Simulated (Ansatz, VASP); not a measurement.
# Ta2PbO3: VASP beside Ansatz

```
Ta Pb O
1.0
     6.65064    0.00000    0.00000
    -3.32532    5.75963    0.00000
     0.00000    0.00000    2.95715
Ta Pb O
2 1 3
Direct
  0.33333 0.66667 0.00000
  0.66667 0.33333 0.00000
  0.00000 0.00000 0.00000
  0.50000 0.00000 0.00000
  0.00000 0.50000 0.00000
  0.50000 0.50000 0.00000
```

Alike in both runs: functional PBE; k mesh 6 × 6 × 10; occupations gaussian, width 0.1 eV; no spin polarisation.

Ansatz relaxed the structure, and its values are those at the end. VASP's run is a single point on that final structure, the one shown.

```csv
,VASP,Ansatz
version,VASP 6.6.1,Ansatz 0.2.0
potentials or method,"VASP PAW PBE potentials, release 64 (Ta_pv, Pb_d, O), cutoff 520 eV","scalar-relativistic, plane waves, PAW"
valence electrons in the cell,54,58
```

Ansatz gave:

* gap on the k mesh at the Fermi level (eV): none
* pressure (GPa): 0.0

Question: Which values does VASP return?

Answer: gap on the k mesh at the Fermi level (eV): none; pressure (GPa): 0.4.

A gap of «none» marks a metal or a gap that the smearing closes. VASP's potentials hold 54 valence electrons a cell and Ansatz's 58, so a difference there can come from the potentials and not from the codes.

Neither program's run includes spin-orbit coupling.
